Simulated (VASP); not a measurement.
**SrTe: electric field gradients with PBE**

SrTe:

```
Sr Te
1.0
     0.00000    3.28791    3.28791
     3.28791    0.00000    3.28791
     3.28791    3.28791    0.00000
Sr Te
1 1
Direct
  0.00000 0.00000 0.00000
  0.50000 0.50000 0.50000
```

This cell differs from its parent crystal: volume scaled by 0.9405.

```yaml
Program: VASP 6.6.1
Task: electric field gradients
Functional: PBE
Potentials_or_basis: VASP PAW PBE potentials, release 64 (Sr_sv, Te)
Cutoff: 400 eV
k_mesh: 7 × 7 × 7
Occupations: fermi-dirac, width 0.01 eV
Spin: no spin polarisation
Dipole_correction: no
Further_INCAR_settings: ALGO = Normal; EDIFF = 1e-08; NBANDS = 15
```

- Pressure: 2.5 GPa
- Band gap on the k mesh: 1.64 eV, indirect (least direct gap 2.40 eV)

Levels at points of the mesh, in eV from the valence-band top:
```tsv
k point	band 5	band 6	band 7	band 8	band 9	band 10	band 11	band 12
(0.00, 0.00, 0.00)	-10.10	0.00	0.00	0.00	3.03	3.23	3.23	3.23
```

Run time: 26 s on 1 thread of Intel Xeon 8259CL (shared host), peak memory 0.17 GiB.

Caveat: without QUAD_EFG the Cq values of the log hold for a quadrupole moment of 1 mb, not for the nuclei; spin-orbit coupling is left out, which moves the levels of the heavy elements. A k mesh can miss the band edges.
